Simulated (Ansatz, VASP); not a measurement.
## One calculation of Cu5Mo, two programs

```
Cu Mo
1.0
     3.65921    0.00000    0.00000
     0.00000    3.65921    0.00000
     0.00000    0.00000    6.23209
Cu Mo
5 1
Direct
  0.00000 0.50000 0.30369
  0.50000 0.00000 0.69631
  0.00000 0.50000 0.69631
  0.50000 0.00000 0.30369
  0.00000 0.00000 0.00000
  0.50000 0.50000 0.00000
```

Alike in both runs: functional PBE; k mesh 4 × 4 × 3; occupations gaussian, width 0.2 eV; no spin polarisation.

Ansatz relaxed the structure, and its values are those at the end. VASP's run is a single point on that final structure, the one shown.

|  | VASP | Ansatz |
| --- | --- | --- |
| version | VASP 6.6.1 | Ansatz 0.2.0 |
| potentials or method | VASP PAW PBE potentials, release 64 (Cu, Mo_sv), cutoff 600 eV | scalar-relativistic, plane waves, PAW |
| valence electrons in the cell | 69 | 109 |

Ansatz gave:

```
gap on the k mesh at the Fermi level (eV) : none
pressure (GPa)                            : 0.1
rms of the force components (eV/Å)        : 0.005
```

Q: What did VASP give for the same quantities?

A: gap on the k mesh at the Fermi level (eV): none; pressure (GPa): 0.8; rms of the force components (eV/Å): 0.011.

A gap of «none» marks a metal or a gap that the smearing closes. VASP's potentials hold 69 valence electrons a cell and Ansatz's 109, so a difference there can come from the potentials and not from the codes.

The k mesh is coarse, so the values compare programs but aren't converged.
